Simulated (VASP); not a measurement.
The system is MgS (Niningerite).

```
Mg S
1.0
     0.00000    2.60165    2.60165
     2.60165    0.00000    2.60165
     2.60165    2.60165    0.00000
Mg S
1 1
Direct
  0.00000 0.00000 0.00000
  0.50000 0.50000 0.50000
```

- Program: VASP 6.6.1
- Task: relaxation of cell and atoms
- Functional: LDA
- Potentials or basis: VASP PAW LDA potentials, release 64 (Mg, S)
- Cutoff: 600 eV
- k mesh: 7 × 7 × 7
- Occupations: gaussian, width 0.01 eV
- Spin: no spin polarisation

At the start: pressure -3.8 GPa; volume 17.61 Å³/atom.

Problem. Where does the relaxation end?

Solution. Over 3 steps the energy falls by 10.6 meV/atom and the volume is 16.76 Å³/atom (-4.8 %); space group Fm-3m (No. 225, to 0.05 Å).

The path:
| step | energy change (eV) | largest force (eV/Å) | pressure (GPa) | volume (Å³) |
| --- | --- | --- | --- | --- |
| 1 | 0.0000 | 0.0000 | -3.81 | 35.22 |
| 2 | -0.0199 | 0.0000 | 1.02 | 33.12 |
| 3 | -0.0211 | 0.0000 | 0.00 | 33.51 |

Final structure:
```
Mg S
1.0
     0.00000    2.55895    2.55895
     2.55895    0.00000    2.55895
     2.55895    2.55895    0.00000
Mg S
1 1
Direct
  0.00000 0.00000 0.00000
  0.50000 0.50000 0.50000
```
